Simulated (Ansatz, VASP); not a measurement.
**One calculation of CsCaH3, two programs**

File INCAR:

```
PREC = Accurate ; ENCUT = 520
EDIFF = 1E-7 ; ISMEAR = 0
SIGMA = 0.05 ; LREAL = F
LASPH = T ; NELM = 100
ALGO = Normal ; ISIF = 2
LWAVE = F ; LCHARG = F
NBANDS = 19
```

The input KPOINTS:

```
Automatic mesh
0
Gamma
  6 6 6
```

Contents of POSCAR:

```
CsCaH3
1.0
    4.6905037900      0.0000000000      0.0000000000
    0.0000000000      4.6211860000      0.0000000000
    0.0000000000      0.0000000000      4.6211860000
Cs Ca H
1 1 3
Direct
    0.0000000000      0.0000000000      0.0000000000
    0.5000000000      0.5000000000      0.5000000000
    0.5000000000      0.0000000000      0.5000000000
    0.0000000000      0.5000000000      0.5000000000
    0.5000000000      0.5000000000      0.0000000000
```

Input for Ansatz:

```yaml
crystal:
  lattice:
    - [4.69050379, 0.0, 0.0]
    - [0.0, 4.621186, 0.0]
    - [0.0, 0.0, 4.621186]
  atoms:
    - { symbol: Cs, position: [0.0, 0.0, 0.0] }
    - { symbol: Ca, position: [0.5, 0.5, 0.5] }
    - { symbol: H, position: [0.5, 0.0, 0.5] }
    - { symbol: H, position: [0.0, 0.5, 0.5] }
    - { symbol: H, position: [0.5, 0.5, 0.0] }
basis:
  ecutwfc: 420
kpoints:
  mp_grid: { grid: [6, 6, 6] }
hamiltonian:
  xc: lda
scf:
  occupations: { method: gaussian, width: 0.05 }
output:
  forces: true
  stress: true
  eigenvalues: true
```

Change from the starting cell: strain +0.0150 x Voigt [1, 0, 0, 0, 0, 0], atoms carried along.

Alike in both runs: task single point; functional LDA; k mesh 6 × 6 × 6; occupations gaussian, width 0.05 eV; no spin polarisation.

|  | VASP | Ansatz |
| --- | --- | --- |
| version | VASP 6.6.1 | Ansatz 0.2.0 |
| potentials or method | VASP PAW LDA potentials, release 64 (Cs_sv, Ca_sv, H), cutoff 520 eV | scalar-relativistic, plane waves, PAW |
| valence electrons in the cell | 22 | 22 |

```csv
,VASP,Ansatz,Ansatz less VASP
gap on the k mesh at the Fermi level (eV),2.79,2.80,+0.015
least direct gap on the mesh (eV),2.80,2.81,+0.015
pressure (GPa),-2.6,-2.6,-0.03
"traceless stress, the component that is largest in VASP (GPa)",-0.34,-0.34,+0.004
```

LDA's correlation is that of Perdew and Zunger in VASP and of Perdew and Wang (1992) in Ansatz.

Neither program's run includes spin-orbit coupling.
